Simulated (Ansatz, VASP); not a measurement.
**SiGe in VASP and in Ansatz**

```xyz
4
Lattice="3.9371 0.0000 0.0000 -1.9686 3.4096 0.0000 0.0000 0.0000 6.5065" Properties=species:S:1:pos:R:3 pbc="T T T"
Si    1.9686    1.1365    5.6899
Si    0.0000    2.2731    2.4367
Ge    1.9686    1.1365    3.1547
Ge    0.0000    2.2731   -0.0985
```

Alike in both runs: task single point; functional LDA; k mesh 12 × 12 × 6; occupations gaussian, width 0.03 eV; no spin polarisation.

|  | VASP | Ansatz |
| --- | --- | --- |
| version | VASP 6.6.1 | Ansatz 0.2.0 |
| potentials or method | VASP PAW LDA potentials, release 64 (Si, Ge_d), cutoff 520 eV | scalar-relativistic, plane waves, PAW |
| valence electrons in the cell | 36 | 36 |

```tsv
	VASP	Ansatz	Ansatz less VASP
gap on the k mesh at the Fermi level (eV)	0.06	0.04	-0.014
least direct gap on the mesh (eV)	0.18	0.20	+0.015
pressure (GPa)	-3.5	-3.5	-0.05
traceless stress, the component that is largest in VASP (GPa)	-2.68	-2.66	+0.020
rms of the force components (eV/Å)	0.554	0.552	-0.0026
```

Ansatz warns that its potentials were made for another functional, while VASP's fit it. LDA's correlation is that of Perdew and Zunger in VASP and of Perdew and Wang (1992) in Ansatz. Atom by atom the forces differ by 0.003 eV/Å (rms over components).
